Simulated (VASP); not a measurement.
The system is WS3.

```
CELL_PARAMETERS angstrom
4.24417 0.00000 0.00000
0.00000 4.24417 0.00000
0.00000 0.00000 4.20055
ATOMIC_POSITIONS crystal
W 0.00000 0.00000 0.00000
S 0.00000 0.50000 0.50000
S 0.50000 0.00000 0.50000
S 0.50000 0.50000 0.00000
```

```yaml
Program: VASP 6.6.1
Task: relaxation of cell and atoms
Functional: PBE
Potentials_or_basis: VASP PAW PBE potentials, release 64 (W_sv, S)
Cutoff: 500 eV
k_mesh: 4 × 4 × 4
Occupations: gaussian, width 0.1 eV
Spin: collinear spin
Starting_moments: "[1.97, 0.11, 0.11, 0.0] μB"
```

At the start: pressure -17.0 GPa; volume 18.92 Å³/atom.

Q: Where does the relaxation end?

A: Over 21 steps the energy falls by 533.0 meV/atom and the volume is 14.66 Å³/atom (-22.5 %); space group Pm-3m (No. 221, to 0.1 Å) before, P4/mmm (No. 123, to 0.1 Å); moment 0.00 μB per cell.

Step by step:
| step | energy change (eV) | largest force (eV/Å) | pressure (GPa) | volume (Å³) |
| --- | --- | --- | --- | --- |
| 1 | 0.0000 | 0.0000 | -16.96 | 75.66 |
| 2 | -0.7321 | 0.0000 | 13.21 | 55.79 |
| 3 | -0.9295 | 0.0000 | -0.18 | 61.05 |
| 4 | -0.9294 | 0.0000 | 0.38 | 60.78 |
| 5 | -0.9384 | 0.0000 | 0.46 | 60.73 |
| 6 | -0.9854 | 0.0000 | 0.81 | 60.57 |
| 7 | -1.2243 | 0.0000 | 0.95 | 60.10 |
| 8 | -1.7984 | 0.0000 | 0.78 | 58.64 |
| 9 | -1.0753 | 0.0000 | 20.77 | 53.35 |
| 10 | -2.0131 | 0.0000 | 2.92 | 57.49 |
| 11 | -1.9901 | 0.0000 | 9.09 | 55.63 |
| 12 | -2.0930 | 0.0000 | 5.04 | 56.72 |
| 13 | -2.0937 | 0.0000 | 5.74 | 56.46 |
| 14 | -2.0969 | 0.0000 | 5.54 | 56.53 |
| 15 | -2.0994 | 0.0000 | 5.07 | 56.72 |
| 16 | -2.0996 | 0.0000 | 5.15 | 56.68 |
| 17 | -2.1034 | 0.0000 | 4.83 | 56.80 |
| 18 | -2.1132 | 0.0000 | 3.86 | 57.13 |
| 19 | -2.1266 | 0.0000 | 2.03 | 57.81 |
| 20 | -2.1295 | 0.0000 | -1.33 | 59.18 |
| 21 | -2.1320 | 0.0000 | -0.03 | 58.63 |

Final structure:
```
CELL_PARAMETERS angstrom
4.45728 0.00000 0.00000
0.00000 4.45728 0.00000
0.00000 0.00000 2.95129
ATOMIC_POSITIONS crystal
W 0.00000 0.00000 0.00000
S 0.00000 0.50000 0.50000
S 0.50000 0.00000 0.50000
S 0.50000 0.50000 0.00000
```

Caveat: the k points lie up to 0.53 Å⁻¹ apart in the final cell, too coarse for converged energies and pressures of a metal; the volume moved by over 15 % at a fixed basis, so the end points are rough.
